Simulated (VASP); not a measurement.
A run of VASP 6.6.1:

POSCAR

```
Ca3GeBiH4
1.0
    7.0830601940      0.0000000000      0.0000000000
   -3.5415300970      6.1341100646      0.0000000000
    0.0000000000      0.0000000000      5.1840344867
Ca Ge Bi H
3 1 1 4
Direct
    0.5000000000      0.0000000000      0.5000000000
    0.0000000000      0.5000000000      0.5000000000
    0.5000000000      0.5000000000      0.5000000000
    0.0000000000      0.0000000000      0.0000000000
    0.0000000000      0.0000000000      0.5000000000
    0.3333333333      0.6666666667      0.5000000000
    0.6666666667      0.3333333333      0.5000000000
    0.3333333333      0.6666666667      0.0000000000
    0.6666666667      0.3333333333      0.0000000000
```

INCAR.step1

```
SYSTEM = Ca3GeBiH4
PREC = Accurate
ENCUT = 520
EDIFF = 1E-6
ISMEAR = 0
SIGMA = 0.1
LREAL = .FALSE.
LASPH = .TRUE.
NELM = 80
ALGO = Normal
ISIF = 2
LWAVE = .FALSE.
LCHARG = .TRUE.
GGA = PE
NBANDS = 42
```

The input KPOINTS.step1:

```
regular mesh
0
G
  6 6 8
  0 0 0
```

The input INCAR.step2:

```
SYSTEM = Ca3GeBiH4
PREC = Accurate
ENCUT = 520
EDIFF = 1E-6
ISMEAR = -5
SIGMA = 0.1
LREAL = .FALSE.
LASPH = .TRUE.
NELM = 80
ALGO = Normal
ISIF = 2
LWAVE = .FALSE.
LCHARG = .FALSE.
GGA = PE
LORBIT = 10
NBANDS = 42
NEDOS = 1001
ICHARG = 11
```

File KPOINTS.step2:

```
regular mesh
0
G
  9 9 12
  0 0 0
```

Potentials or basis: VASP PAW PBE potentials, release 64 (Ca_sv, Ge_d, Bi_d, H).

Launch:

```bash
$ cat potpaw_PBE.64/Ca_sv/POTCAR potpaw_PBE.64/Ge_d/POTCAR potpaw_PBE.64/Bi_d/POTCAR potpaw_PBE.64/H/POTCAR > POTCAR
$ cp INCAR.step1 INCAR
$ cp KPOINTS.step1 KPOINTS
$ mpirun -np 1 vasp_std > vasp.out
$ cp INCAR.step2 INCAR
$ cp KPOINTS.step2 KPOINTS
$ mpirun -np 1 vasp_std > vasp.out
```

Hardware: 1 thread of Intel(R) Xeon(R) 6975P-C (Granite Rapids), on a shared host.

Task: How long does it take, and how much memory?

Result: Run time: 9.2 min on 1 thread of Intel(R) Xeon(R) 6975P-C (Granite Rapids), on a shared host, peak memory 0.86 GiB. Counts: k points 84.
